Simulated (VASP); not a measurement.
# Si8O15 (a cell with a defect) in VASP: single point with PBE

Aim: the single point of Si8O15 (a cell with a defect) with PBE.

Program: VASP 6.6.1. These are calculated values, not measurements. Logs are shortened: lines on timing, memory, paths and dates and some standing lists are left out, and cuts for length are marked.

**1. The cell of the first run**

The cell holds a defect, 23 atoms: a = 8.544 Å, b = 8.544 Å, c = 7.061 Å, α = 65.60°, β = 65.60°, γ = 48.81°.

**2. Single point, PBE, collinear spin**

INCAR

```
ALGO = Normal
EDIFF = 1E-7
ENCUT = 520
GGA = PE
ISIF = 2
ISMEAR = -1
ISPIN = 2
LASPH = T
LCHARG = T
LELF = T
LORBIT = 11
LREAL = Auto
LVHAR = T
LWAVE = F
MAGMOM = 0.5 0 0 0 0 0.5 0 0 0 0 0 0 0 0 0 0 0 0 0 0 0 0 0
NBANDS = 82
NELECT = 121.0
NELM = 150
PREC = Accurate
SIGMA = 0.01
```

KPOINTS

```
k-points
0
Gamma
  3 3 3
```

POSCAR

```
Si8O15
1.0
    0.0000000000      4.9926472100      6.9339264200
    4.9926472100      0.0000000000      6.9339264200
    4.9926472100      4.9926472100      0.0000000000
Si O
8 15
Direct
    0.2260653407      0.2741749485      0.4634397300
    0.7496313795      0.7656553048      0.9422579092
    0.0772358285      0.6737604089      0.1212182658
    0.5802280748      0.1778327077      0.6112827097
    0.4137327907      0.8271277612      0.3894191385
    0.9323782588      0.3238715692      0.8791007560
    0.0040853258     -0.0025723267      0.2893593839
    0.5106972226      0.4831983683      0.8033521863
    0.5784454999      0.7793375527      0.1633289038
    0.4866202736      0.3223387990      0.7748928917
    0.9684451012      0.8470835165      0.2574848761
    0.3835671951      0.2980663425      0.4956636060
    0.9259600398      0.7753882842      0.9608952526
    0.2047229046      0.8520366978      0.4020204837
    0.7392978423      0.3348803350      0.8758674623
    0.0638462303      0.1281770730      0.0563771930
    0.5292246179      0.6405634202      0.5821030972
    0.3335163355      0.0476769627      0.4295743493
    0.8825920008      0.5402987668      0.8722666799
    0.3154642160      0.6059750787      0.9907659837
    0.7832697271      0.1642275638      0.4315575438
    0.0828031311      0.4676176923      0.2935846681
    0.6342074884      0.9471378578      0.7467636542
```

Potentials or basis: VASP PAW PBE potentials, release 64 (Si, O).

Launch:

```bash
> cat potpaw_PBE.64/Si/POTCAR potpaw_PBE.64/O/POTCAR > POTCAR
> mpirun -np 1 vasp_std > vasp.out
```

OUTCAR:

```text
EDIFF = 1E-7
   ENCUT = 520
   GGA = PE
   ISIF = 2
   ISMEAR = -1
   ISPIN = 2
   LASPH = T
   LORBIT = 11
   LREAL = Auto
   NELECT = 121.0
   NELM = 150
   PREC = Accurate

 ion  position               nearest neighbor table
   1  0.226  0.274  0.463-  18 1.58  12 1.60  22 1.61   6 2.94   3 3.02   4 3.09
   2  0.750  0.766  0.942-  23 1.62   9 1.62  13 1.62  19 1.64   4 3.04   3 3.04
   3  0.077  0.674  0.121-  11 1.61  13 1.62  20 1.63  22 1.66   1 3.02   2 3.04   7 3.04   8 3.10

   4  0.580  0.178  0.611-  10 1.62  23 1.62  21 1.63  12 1.65   8 3.04   2 3.04   7 3.07   1 3.09
[... 8 lines left out ...]
  10  0.487  0.322  0.775-   8 1.61   4 1.62
  11  0.968  0.847  0.257-   7 1.61   3 1.61
  12  0.384  0.298  0.496-   1 1.60   4 1.65
  13  0.926  0.775  0.961-   3 1.62   2 1.62
  14  0.205  0.852  0.402-   7 1.62   5 1.62
  15  0.739  0.335  0.876-   6 1.60   8 1.65
  16  0.064  0.128  0.056-   6 1.61   7 1.66
  17  0.529  0.641  0.582-   5 1.62   8 1.62
  18  0.334  0.048  0.430-   1 1.58   5 1.64
  19  0.883  0.540  0.872-   6 1.58   2 1.64
  20  0.315  0.606  0.991-   8 1.63   3 1.63
  21  0.783  0.164  0.432-   4 1.63   7 1.64
  22  0.083  0.468  0.294-   1 1.61   3 1.66
  23  0.634  0.947  0.747-   4 1.62   2 1.62

  LATTYP: Found a body centered tetragonal cell.
 ALAT       =     7.0606693965
 C/A-ratio  =     1.9640988781

  Lattice vectors:

 A1 = (  -4.9926472100,   0.0000000000,   6.9339264200)
 A2 = (   4.9926472100,   0.0000000000,   6.9339264200)
 A3 = (   0.0000000000,   4.9926472100,  -6.9339264200)

Analysis of symmetry for initial positions (statically):
=====================================================================
 Subroutine PRICEL returns:
 Original cell was already a primitive cell.

 Routine SETGRP: Setting up the symmetry group for a
 body centered tetragonal supercell.

 Subroutine GETGRP returns: Found  1 space group operations
 (whereof  1 operations were pure point group operations)
 out of a pool of 16 trial point group operations.

The static configuration has the point symmetry C_1 .

Analysis of symmetry for dynamics (positions and initial velocities):
=====================================================================
 Subroutine PRICEL returns:
 Original cell was already a primitive cell.

 Routine SETGRP: Setting up the symmetry group for a
 body centered tetragonal supercell.

 Subroutine GETGRP returns: Found  1 space group operations
 (whereof  1 operations were pure point group operations)
 out of a pool of 16 trial point group operations.

The dynamic configuration has the point symmetry C_1 .

Analysis of structural, dynamic, and magnetic symmetry:
=====================================================================
 Subroutine PRICEL returns:
 Original cell was already a primitive cell.

 Routine SETGRP: Setting up the symmetry group for a
 body centered tetragonal supercell.

 Subroutine GETGRP returns: Found  1 space group operations
 (whereof  1 operations were pure point group operations)
 out of a pool of 16 trial point group operations.

The overall configuration has the point symmetry C_1 .

 Subroutine INISYM returns: Found  1 space group operations
 (whereof  1 operations are pure point group operations),
 and found     1 'primitive' translations

----------------------------------------------------------------------------------------

                                     Primitive cell

  volume of cell :     345.6774

  direct lattice vectors                    reciprocal lattice vectors
     0.000000000  4.992647210  6.933926420    -0.100147272  0.100147272  0.072109216
     4.992647210  0.000000000  6.933926420     0.100147272 -0.100147272  0.072109216
     4.992647210  4.992647210  0.000000000     0.100147272  0.100147272 -0.072109216

  length of vectors
     8.544346772  8.544346772  7.060669397     0.158929832  0.158929832  0.158929832

  position of ions in fractional coordinates (direct lattice)
     0.226065341  0.274174948  0.463439730
     0.749631380  0.765655305  0.942257909
     0.077235829  0.673760409  0.121218266
     0.580228075  0.177832708  0.611282710
     0.413732791  0.827127761  0.389419139
     0.932378259  0.323871569  0.879100756
[... 15 lines left out ...]
     0.082803131  0.467617692  0.293584668
     0.634207488  0.947137858  0.746763654

  ion indices of the primitive-cell ions
   primitive index   ion index
                 1           1
                 2           2
                 3           3
                 4           4
                 5           5
                 6           6
[... 38 lines left out ...]

 Subroutine IBZKPT returns following result:
 ===========================================

 Found     14 irreducible k-points:

 Following reciprocal coordinates:
            Coordinates               Weight
  0.000000  0.000000  0.000000      1.000000
  0.333333  0.000000  0.000000      2.000000
  0.000000  0.000000 -0.333333      2.000000
  0.000000  0.333333  0.000000      2.000000
  0.333333  0.333333  0.333333      2.000000
  0.333333  0.333333  0.000000      2.000000
 -0.333333  0.333333  0.000000      2.000000
  0.333333  0.333333 -0.333333      2.000000
  0.333333  0.000000  0.333333      2.000000
  0.000000 -0.333333 -0.333333      2.000000
 -0.333333 -0.000000  0.333333      2.000000
 -0.000000 -0.333333  0.333333      2.000000
 -0.333333  0.333333 -0.333333      2.000000
  0.333333 -0.333333 -0.333333      2.000000
   k-points           NKPTS =     14   k-points in BZ     NKDIM =     14   number of bands    NBANDS=     82
   number of dos      NEDOS =    301   number of ions     NIONS =     23
   total plane-waves  NPLWV = 221184
   dimension x,y,z NGX =    64 NGY =   64 NGZ =   54
   dimension x,y,z NGXF=   128 NGYF=  128 NGZF=  108
   ions per type =               8  15
   NGX,Y,Z   is equivalent  to a cutoff of  12.45, 12.45, 12.71 a.u.
   NGXF,Y,Z  is equivalent  to a cutoff of  24.90, 24.90, 25.43 a.u.
 SYSTEM =  unknown system
   PREC   = accura    normal or accurate (medium, high low for compatibility)
   ISTART =      0    job   : 0-new  1-cont  2-samecut
   ICHARG =      2    charge: 1-file 2-atom 10-const
   ISPIN  =      2    spin polarized calculation?
   LNONCOLLINEAR =      F non collinear calculations
   LSORBIT =      F    spin-orbit coupling
   LASPH  =      T    aspherical Exc in radial PAW
   ENCUT  =  520.0 eV  38.22 Ry    6.18 a.u.  15.89 15.89 13.13*2*pi/ulx,y,z
   NELM   =    150;   NELMIN=  2; NELMDL= -5     # of ELM steps
   EDIFF  = 0.1E-06   stopping-criterion for ELM
   LREAL  =      T    real-space projection
   EDIFFG = 0.1E-05   stopping-criterion for IOM
   NSW    =      0    number of steps for IOM
   IBRION =     -1    ionic relax: 0-MD 1-quasi-New 2-CG
   NFREE  =      0    steps in history (QN), initial steepest desc. (CG)
   ISIF   =      2    stress and relaxation
   ISYM   =      2    0-nonsym 1-usesym 2-fastsym
   POTIM  = 0.5000    time-step for ionic-motion
   TEBEG  =    0.0;   TEEND  =   0.0 temperature during run
   PSTRESS=    0.0 pullay stress
   NELECT =     121.0000    total number of electrons
   NUPDOWN=      -1.0000    fix difference up-down
   EMIN   =  10.00;   EMAX   =-10.00  energy-range for DOS
   EFERMI =   0.00;   METHOD = LEGACY
   ISMEAR =    -1;   SIGMA  =   0.01  broadening in eV -4-tet -1-fermi 0-gaus
   EFERMI_NEDOS =   21; number of points for ismear=-14 and -15
   IALGO  =     38    algorithm
   IMIX   =      4    mixing-type and parameters
     AMIX     =   0.40;   BMIX     =  1.00
     AMIX_MAG =   1.60;   BMIX_MAG =  1.00
  volume/ion in A,a.u.               =      15.03       101.42
  Fermi-wavevector in a.u.,A,eV,Ry     =   1.153753  2.180278 18.111350  1.331147
  Thomas-Fermi vector in A             =   2.290395
   LORBIT       =     11    0 simple, 1 ext, 2 COOP (PROOUT), +10 PAW based schemes
   GGA     = PE    functional components
   LHFCALC =     F    Hartree Fock is set to
   AEXX    =    0.0000 exact exchange contribution
   IVDW    =     0    specifies the selected vdW correction
   LEPSILON=     F    determine dielectric tensor
   LRPA    =     F    only Hartree local field effects (RPA)
 spin polarized calculation
  energy-cutoff  :      520.00
  volume of cell :      345.68
 maximum number of plane-waves:      9334
   NGX = 31   NGY = 31   NGZ = 27

 number of electron     120.9999989 magnetization       1.0000000

 Free energy of the ion-electron system (eV)
  ---------------------------------------------------
  ext. energy  EPLUGINS =         0.00000000
  ---------------------------------------------------
  free energy    TOTEN  =      -180.47114904 eV

  energy without entropy =     -180.47114904  energy(sigma->0) =     -180.47114904

 E-fermi :   0.7236     XC(G=0):  -8.2280

 val. band max:        0.4924444824   @ k =  -0.3333   0.3333   0.0000
 cond. band min:       1.7090633253   @ k =   0.0000   0.0000   0.0000
 fundamental gap:      1.2166188429
 Fermi energy:         0.7236440661

 spin component 1

 k-point     1 :       0.0000    0.0000    0.0000
  band No.  band energies     occupation
      1     -19.4246      1.00000
      2     -18.8617      1.00000
      3     -18.5878      1.00000
      4     -18.5737      1.00000
      5     -18.5394      1.00000
      6     -18.5229      1.00000
[... 1039 lines left out ...]
     71       9.2937      0.00000
     72       9.3626      0.00000
 Fermi energy:         0.7236440661

 spin component 2

 k-point     1 :       0.0000    0.0000    0.0000
  band No.  band energies     occupation
      1     -19.3859      1.00000
      2     -18.7887      1.00000
      3     -18.5537      1.00000
      4     -18.5407      1.00000
      5     -18.5071      1.00000
      6     -18.4898      1.00000
[... 1039 lines left out ...]
     71       9.3272      0.00000
     72       9.4018      0.00000
 [bands above 72 left out]

------------------------ aborting loop because EDIFF is reached ----------------------------------------

  FORCE on cell =-STRESS in cart. coord.  units (eV):
  Direction    XX          YY          ZZ          XY          YZ          ZX
  --------------------------------------------------------------------------------------
  -------------------------------------------------------------------------------------
  Total       -7.8379531     -3.4722653     -4.8556575     -0.1086277      0.5945683      7.1996266
  in kB      -36.3280644    -16.0935739    -22.5054470     -0.5034775      2.7557596     33.3694904
  external PRESSURE =     -24.9756951 kB  Pullay stress =       0.0000000 kB

 VOLUME and BASIS-vectors are now :
 -----------------------------------------------------------------------------
  energy-cutoff  :      520.00
  volume of cell :      345.68
      direct lattice vectors                 reciprocal lattice vectors
     0.000000000  4.992647210  6.933926420    -0.100147272  0.100147272  0.072109216
     4.992647210  0.000000000  6.933926420     0.100147272 -0.100147272  0.072109216
     4.992647210  4.992647210  0.000000000     0.100147272  0.100147272 -0.072109216

 POSITION                                       TOTAL-FORCE (eV/Angst)
 -----------------------------------------------------------------------------------
      3.68265      3.44246      3.46863         0.030598      0.007174     -0.053840
      8.52701      8.44701     10.50689        -0.026522     -0.019614     -0.020008
      3.96905      0.99081      5.20735         0.011718      0.001075     -0.009494
      3.93977      5.94879      5.25634         0.002775     -0.041085     -0.001203
      6.07379      4.00985      8.60404         0.004452      0.007741      0.044656
      6.00602      9.04408      8.71074        -0.075023     -0.007450      0.038302
[... 15 lines left out ...]
      3.80041      1.87917      3.81658        -0.005641     -0.027693      0.020757
      8.45705      6.89470     10.96493         0.013293      0.000003      0.005702
 -----------------------------------------------------------------------------------
    total drift:                               -0.001336      0.002107     -0.000045

  FREE ENERGIE OF THE ION-ELECTRON SYSTEM (eV)
  ---------------------------------------------------
  free  energy   TOTEN  =      -180.4711490359 eV

  energy  without entropy=     -180.4711490359  energy(sigma->0) =     -180.47114904

 total charge

# of ion       s       p       d       tot
------------------------------------------
    1        0.659   0.946   0.000   1.604
    2        0.632   0.968   0.000   1.600
    3        0.638   0.967   0.000   1.605
    4        0.638   0.972   0.000   1.610
    5        0.629   0.969   0.000   1.599
    6        0.660   0.946   0.000   1.606
[... 15 lines left out ...]
   22        1.554   3.646   0.000   5.200
   23        1.550   3.682   0.000   5.232
--------------------------------------------------
tot         28.375  62.840   0.000  91.214

 magnetization (x)

# of ion       s       p       d       tot
------------------------------------------
    1        0.029   0.054   0.000   0.083
    2        0.002   0.003   0.000   0.005
    3        0.001   0.002   0.000   0.002
    4        0.000   0.000   0.000   0.000
    5        0.001   0.001   0.000   0.002
    6        0.034   0.061   0.000   0.095
[... 15 lines left out ...]
   22        0.004   0.033   0.000   0.037
   23        0.000   0.000   0.000   0.000
--------------------------------------------------
tot          0.095   0.386   0.000   0.481
```

It took 27 min on 1 thread of Intel Xeon Platinum 8259CL at 2.50GHz (Skylake/Cascade Lake), shared host; peak memory 0.94 GiB.

What came out:

```yaml
Free_energy: -180.4711 eV
Largest_force: 0.085 eV/Å
Net_moment: 1.00 μB per cell
Site_moments: Si +0.08, +0.01, +0.00, +0.10; O +0.01, +0.00, +0.05, +0.03, +0.04 μB
Valence_electrons_inside_the_program's_atomic_spheres: Si 1.60, 1.61; O 5.23, 5.24, 5.21, 5.20, 5.22
```

Forces in eV/Å, atoms in the order of the input:
```
Si   0.031  0.007 -0.054
Si  -0.027 -0.020 -0.020
Si   0.012  0.001 -0.009
Si   0.003 -0.041 -0.001
Si   0.004  0.008  0.045
Si  -0.075 -0.007  0.038
Si   0.012  0.007  0.003
Si   0.007  0.033 -0.001
O   -0.003  0.002  0.014
O    0.002 -0.001  0.011
O    0.001 -0.004  0.020
O    0.003  0.027  0.013
O    0.010 -0.001 -0.001
O    0.009 -0.006 -0.003
O    0.003 -0.016 -0.009
O    0.004  0.024 -0.012
O    0.007  0.008 -0.007
O   -0.036  0.007 -0.039
O    0.026  0.003  0.005
O    0.006 -0.011 -0.010
O   -0.006  0.007 -0.010
O   -0.006 -0.028  0.021
O    0.013  0.000  0.006
```

Caveat: the cell carries a net charge on a neutralising background, which shifts energy and pressure; the cell is charged against a uniform background, so pressure and absolute levels hang on convention.
